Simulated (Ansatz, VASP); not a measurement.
# One calculation of H, two programs

```
CELL_PARAMETERS angstrom
8.00000 0.00000 0.00000
0.00000 8.00000 0.00000
0.00000 0.00000 8.00000
ATOMIC_POSITIONS crystal
H 0.50000 0.50000 0.44688
H 0.50000 0.50000 0.55312
```

Alike in both runs: task single point; functional LDA; k mesh 1 × 1 × 1; no spin polarisation.

```csv
,VASP,Ansatz
version,VASP 6.6.1,Ansatz 0.2.0
potentials or method,"VASP PAW LDA potentials, release 64 (H), cutoff 400 eV","scalar-relativistic, plane waves, PAW"
occupations,"gaussian, width 0.01 eV",fixed
valence electrons in the cell,2,2
```

|  | VASP | Ansatz | Ansatz less VASP |
| --- | --- | --- | --- |
| gap on the k mesh at the Fermi level (eV) | 9.49 | 9.48 | -0.014 |
| rms of the force components (eV/Å) | 1.190 | 1.234 | +0.0437 |

LDA's correlation is that of Perdew and Zunger in VASP and of Perdew and Wang (1992) in Ansatz. Atom by atom the forces differ by 0.044 eV/Å (rms over components).
